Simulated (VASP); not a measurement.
# Ir (P6_3/mmc) in VASP: relaxation of cell and atoms with PBE

Aim: the relaxation of cell and atoms of Ir with PBE.

All numbers are computed with VASP 6.6.1; they aren't measurements. Logs are shortened: lines on timing, memory, paths and dates and some standing lists are left out, and cuts for length are marked.

### 1 The cell of the first run

The structure is hexagonal, space group P6_3/mmc (No. 194). The conventional cell has a = 3.976 Å, b = 3.976 Å, c = 6.342 Å, α = 90.00°, β = 90.00°, γ = 120.00°. Ir (site symmetry 3m) has 4 Ir at 2.42 Å within 3.2 Å.

This isn't the form of Ir at room conditions, which is fcc.

### 2 Relaxation of cell and atoms, PBE

INCAR reads:

```
  PREC = Accurate
  ENCUT = 600
  EDIFF = 1E-7
  ISMEAR = 0
  SIGMA = 0.1
  LREAL = F
  LASPH = T
  NELM = 60
  ALGO = Fast
  ISIF = 3
  LWAVE = F
  LCHARG = F
  GGA = PE
  IBRION = 2
  NSW = 100
  EDIFFG = -0.01
```

KPOINTS reads:

```
Automatic mesh
0
Gamma
  15 15 8
```

POSCAR reads:

```
Ir
1.0
    3.9761808464      0.0000000000      0.0000000000
   -1.9880904232      3.4434736231      0.0000000000
    0.0000000000      0.0000000000      6.3418012700
Ir
4
Direct
    0.3333333333      0.6666666667      0.4407943927
    0.6666666667      0.3333333333      0.9407943927
    0.6666666667      0.3333333333      0.5592056073
    0.3333333333      0.6666666667      0.0592056073
```

Potentials or basis: VASP PAW PBE potentials, release 64 (Ir).

Started as:

```sh
cat potpaw_PBE.64/Ir/POTCAR > POTCAR
mpirun -np 1 vasp_std > vasp.out
```

OUTCAR:

```text
PREC = Accurate
   ENCUT = 600
   EDIFF = 1E-7
   ISMEAR = 0
   LREAL = F
   LASPH = T
   NELM = 60
   ISIF = 3
   GGA = PE
   IBRION = 2
   NSW = 100
   EDIFFG = -0.01

 ion  position               nearest neighbor table
   1  0.333  0.667  0.441-   3 2.42   3 2.42   3 2.42   4 2.42
   2  0.667  0.333  0.941-   4 2.42   4 2.42   4 2.42   3 2.42
   3  0.667  0.333  0.559-   1 2.42   1 2.42   1 2.42   2 2.42
   4  0.333  0.667  0.059-   2 2.42   2 2.42   2 2.42   1 2.42

  LATTYP: Found a hexagonal cell.
 ALAT       =     3.9761808464
 C/A-ratio  =     1.5949478947

  Lattice vectors:

 A1 = (   3.9761808464,   0.0000000000,   0.0000000000)
 A2 = (  -1.9880904232,   3.4434736231,   0.0000000000)
 A3 = (   0.0000000000,   0.0000000000,   6.3418012700)

Analysis of symmetry for initial positions (statically):
=====================================================================
 Subroutine PRICEL returns:
 Original cell was already a primitive cell.

 Routine SETGRP: Setting up the symmetry group for a
 hexagonal supercell.

 Subroutine GETGRP returns: Found 24 space group operations
 (whereof 12 operations were pure point group operations)
 out of a pool of 24 trial point group operations.

The static configuration has the point symmetry D_3d.
 The point group associated with its full space group is D_6h.

Analysis of symmetry for dynamics (positions and initial velocities):
=====================================================================
 Subroutine PRICEL returns:
 Original cell was already a primitive cell.

 Routine SETGRP: Setting up the symmetry group for a
 hexagonal supercell.

 Subroutine GETGRP returns: Found 24 space group operations
 (whereof 12 operations were pure point group operations)
 out of a pool of 24 trial point group operations.

The dynamic configuration has the point symmetry D_3d.
 The point group associated with its full space group is D_6h.

 Subroutine INISYM returns: Found 24 space group operations
 (whereof 12 operations are pure point group operations),
 and found     1 'primitive' translations

----------------------------------------------------------------------------------------

                                     Primitive cell

  volume of cell :      86.8311

  direct lattice vectors                    reciprocal lattice vectors
     3.976180846  0.000000000  0.000000000     0.251497615  0.145202216  0.000000000
    -1.988090423  3.443473623  0.000000000     0.000000000  0.290404432  0.000000000
     0.000000000  0.000000000  6.341801270     0.000000000  0.000000000  0.157683907

  length of vectors
     3.976180846  3.976180846  6.341801270     0.290404432  0.290404432  0.157683907

  position of ions in fractional coordinates (direct lattice)
     0.333333333  0.666666667  0.440794393
     0.666666667  0.333333333  0.940794393
     0.666666667  0.333333333  0.559205607
     0.333333333  0.666666667  0.059205607

  ion indices of the primitive-cell ions
   primitive index   ion index
                 1           1
                 2           2
                 3           3
                 4           4

----------------------------------------------------------------------------------------

 KPOINTS: Automatic mesh

Automatic generation of k-mesh.
 Grid dimensions read from file:
 generate k-points for:   15   15    8

 Generating k-lattice:

  Cartesian coordinates                     Fractional coordinates (reciprocal lattice)
     0.016766508  0.009680148  0.000000000     0.066666667  0.000000000  0.000000000
     0.000000000  0.019360295  0.000000000     0.000000000  0.066666667  0.000000000
     0.000000000  0.000000000  0.019710488     0.000000000  0.000000000  0.125000000

  Length of vectors
     0.019360295  0.019360295  0.019710488

  Shift w.r.t. Gamma in fractional coordinates (k-lattice)
     0.000000000  0.000000000  0.000000000

 Subroutine IBZKPT returns following result:
 ===========================================

 Found    135 irreducible k-points:

 Following reciprocal coordinates:
            Coordinates               Weight
  0.000000  0.000000  0.000000      1.000000
  0.066667 -0.000000  0.000000      6.000000
  0.133333  0.000000  0.000000      6.000000
  0.200000 -0.000000  0.000000      6.000000
  0.266667  0.000000  0.000000      6.000000
  0.333333 -0.000000  0.000000      6.000000
[... 16 lines left out ...]
  0.333333  0.200000  0.000000     12.000000
  0.400000  0.200000  0.000000      6.000000
 [... further k-points ...]
   k-points           NKPTS =    135   k-points in BZ     NKDIM =    135   number of bands    NBANDS=     22
   number of dos      NEDOS =    301   number of ions     NIONS =      4
   total plane-waves  NPLWV =  55296
   dimension x,y,z NGX =    32 NGY =   32 NGZ =   54
   dimension x,y,z NGXF=    64 NGYF=   64 NGZF=  108
   ions per type =               4
   NGX,Y,Z   is equivalent  to a cutoff of  13.38, 13.38, 14.16 a.u.
   NGXF,Y,Z  is equivalent  to a cutoff of  26.76, 26.76, 28.31 a.u.
 SYSTEM =  unknown system
   PREC   = accura    normal or accurate (medium, high low for compatibility)
   ISTART =      0    job   : 0-new  1-cont  2-samecut
   ICHARG =      2    charge: 1-file 2-atom 10-const
   ISPIN  =      1    spin polarized calculation?
   LNONCOLLINEAR =      F non collinear calculations
   LSORBIT =      F    spin-orbit coupling
   LASPH  =      T    aspherical Exc in radial PAW
   ENCUT  =  600.0 eV  44.10 Ry    6.64 a.u.   7.94  7.94 12.67*2*pi/ulx,y,z
   NELM   =     60;   NELMIN=  2; NELMDL= -5     # of ELM steps
   EDIFF  = 0.1E-06   stopping-criterion for ELM
   LREAL  =      F    real-space projection
   EDIFFG = -.1E-01   stopping-criterion for IOM
   NSW    =    100    number of steps for IOM
   IBRION =      2    ionic relax: 0-MD 1-quasi-New 2-CG
   NFREE  =      1    steps in history (QN), initial steepest desc. (CG)
   ISIF   =      3    stress and relaxation
   ISYM   =      2    0-nonsym 1-usesym 2-fastsym
   POTIM  = 0.5000    time-step for ionic-motion
   TEBEG  =    0.0;   TEEND  =   0.0 temperature during run
   PSTRESS=    0.0 pullay stress
   NELECT =      36.0000    total number of electrons
   NUPDOWN=      -1.0000    fix difference up-down
   EMIN   =  10.00;   EMAX   =-10.00  energy-range for DOS
   EFERMI =   0.00;   METHOD = LEGACY
   ISMEAR =     0;   SIGMA  =   0.10  broadening in eV -4-tet -1-fermi 0-gaus
   EFERMI_NEDOS =   21; number of points for ismear=-14 and -15
   IALGO  =     68    algorithm
   IMIX   =      4    mixing-type and parameters
     AMIX     =   0.40;   BMIX     =  1.00
     AMIX_MAG =   1.60;   BMIX_MAG =  1.00
  volume/ion in A,a.u.               =      21.71       146.49
  Fermi-wavevector in a.u.,A,eV,Ry     =   1.220723  2.306832 20.274924  1.490165
  Thomas-Fermi vector in A             =   2.355930
   LORBIT       =      0    0 simple, 1 ext, 2 COOP (PROOUT), +10 PAW based schemes
   GGA     = PE    functional components
   LHFCALC =     F    Hartree Fock is set to
   AEXX    =    0.0000 exact exchange contribution
   IVDW    =     0    specifies the selected vdW correction
   LEPSILON=     F    determine dielectric tensor
   LRPA    =     F    only Hartree local field effects (RPA)
 conjugate gradient relaxation of ions
 non-spin polarized calculation
 RMM-DIIS sequential band-by-band and
 Gauss-broadening in eV      SIGMA  =   0.10
  energy-cutoff  :      600.00
  volume of cell :       86.83
 maximum number of plane-waves:      2928
 NGX is ok and might be reduce to    32
   NGX = 15   NGY = 15   NGZ = 25

--------------------------------------- Ionic step        1  -------------------------------------------

 number of electron      36.0000004 magnetization

 Free energy of the ion-electron system (eV)
  ---------------------------------------------------
  ext. energy  EPLUGINS =         0.00000000
  ---------------------------------------------------
  free energy    TOTEN  =       -31.21817436 eV

  energy without entropy =      -31.18805272  energy(sigma->0) =      -31.20311354

------------------------ aborting loop because EDIFF is reached ----------------------------------------

  FORCE on cell =-STRESS in cart. coord.  units (eV):
  Direction    XX          YY          ZZ          XY          YZ          ZX
  --------------------------------------------------------------------------------------
  -------------------------------------------------------------------------------------
  Total       -0.2034148     -0.2034148     -0.3230552      0.0000000      0.0000000      0.0000000
  in kB       -3.7533368     -3.7533368     -5.9608988      0.0000000      0.0000000      0.0000000
  external PRESSURE =      -4.4891908 kB  Pullay stress =       0.0000000 kB
[... 95 lines left out ...]
  FREE ENERGIE OF THE ION-ELECTRON SYSTEM (eV)
  ---------------------------------------------------
  free  energy   TOTEN  =       -31.2186370518 eV

  energy  without entropy=      -31.1886766503  energy(sigma->0) =      -31.20365685

[... ionic steps 4 to 8 ...]

--------------------------------------- Ionic step        9  -------------------------------------------

 number of electron      36.0000005 magnetization

------------------------ aborting loop because EDIFF is reached ----------------------------------------

  FORCE on cell =-STRESS in cart. coord.  units (eV):
  Direction    XX          YY          ZZ          XY          YZ          ZX
  --------------------------------------------------------------------------------------
  -------------------------------------------------------------------------------------
  Total       -0.0719000     -0.0719000     -0.0514297      0.0000000      0.0000000     -0.0000000
  in kB       -1.3288320     -1.3288320     -0.9505053      0.0000000      0.0000000     -0.0000000
  external PRESSURE =      -1.2027231 kB  Pullay stress =       0.0000000 kB
[... 61 lines left out ...]
  energy  without entropy=      -31.1891545055  energy(sigma->0) =      -31.20402190

--------------------------------------- Ionic step       11  -------------------------------------------

 number of electron      36.0000005 magnetization

 Free energy of the ion-electron system (eV)
  ---------------------------------------------------
  ext. energy  EPLUGINS =         0.00000000
  ---------------------------------------------------
  free energy    TOTEN  =       -31.21893336 eV

  energy without entropy =      -31.18914482  energy(sigma->0) =      -31.20403909

 E-fermi :   5.1424     XC(G=0): -11.1244

 val. band max:        5.1330267100   @ k =   0.3333   0.1333   0.3750
 cond. band min:       5.1458307268   @ k =   0.2000   0.1333   0.1250
 fundamental gap:      0.0128040168
 Fermi energy:         5.1424109734

 k-point     1 :       0.0000    0.0000    0.0000
  band No.  band energies     occupation
      1      -2.8099      2.00000
      2      -0.6098      2.00000
      3      -0.1765      2.00000
      4      -0.1765      2.00000
      5       0.1281      2.00000
      6       0.1281      2.00000
[... 574 lines left out ...]
      6       0.2166      2.00000
[... 14 lines left out ...]
     21       6.3445      0.00000
     22       6.5217      0.00000

 [... further k-points ...]
[... 5 lines left out ...]
  --------------------------------------------------------------------------------------
  -------------------------------------------------------------------------------------
  Total        0.0052918      0.0052918      0.0045837      0.0000000      0.0000000      0.0000000
  in kB        0.0978713      0.0978713      0.0847754      0.0000000      0.0000000      0.0000000
  external PRESSURE =       0.0935060 kB  Pullay stress =       0.0000000 kB
[... 19 lines left out ...]
  FREE ENERGIE OF THE ION-ELECTRON SYSTEM (eV)
  ---------------------------------------------------
  free  energy   TOTEN  =       -31.2189333629 eV

  energy  without entropy=      -31.1891448175  energy(sigma->0) =      -31.20403909

 reached required accuracy - stopping structural energy minimisation
```

It took 64 min on 1 thread of AMD EPYC 7R43 (Zen 3), shared host; peak memory 0.43 GiB.

Results:

| Item | Value |
| --- | --- |
| Free energy | -31.2189 eV |
| Relaxed volume | 21.66 Å³/atom |
| Relaxed cell | a = 3.967 Å, b = 3.967 Å, c = 6.356 Å, α = 90.00°, β = 90.00°, γ = 120.00° |
| Space group after relaxing (to 0.1 Å) | P6_3/mmc (No. 194) |
| Energy gained by relaxing | 0.2 meV/atom |
| Ionic steps | 11 |
| Pressure after relaxing | 0.0 GPa |
| Band gap on the k mesh | zero (bands 18 and 19 overlap by 0.53 eV) |

Step by step:
```tsv
step	energy change (eV)	largest force (eV/Å)	pressure (GPa)	volume (Å³)
1	0.0000	0.0543	-0.45	86.83
2	0.0016	0.0391	1.16	86.07
3	-0.0005	0.0250	0.05	86.58
4	-0.0005	0.0013	-0.02	86.63
5	-0.0005	0.0013	-0.02	86.63
6	-0.0006	0.0013	-0.03	86.64
7	-0.0007	0.0007	-0.08	86.66
8	-0.0007	0.0001	-0.16	86.72
9	-0.0007	0.0002	-0.12	86.69
10	-0.0007	0.0021	0.17	86.55
11	-0.0008	0.0009	0.01	86.63
```

Final structure:
```
CELL_PARAMETERS angstrom
3.96711 0.00000 0.00000
-1.98356 3.43562 0.00000
0.00000 0.00000 6.35591
ATOMIC_POSITIONS crystal
Ir 0.33333 0.66667 0.43983
Ir 0.66667 0.33333 0.93983
Ir 0.66667 0.33333 0.56017
Ir 0.33333 0.66667 0.06017
```

Caveat: spin-orbit coupling is left out, which moves the levels of the heavy elements.
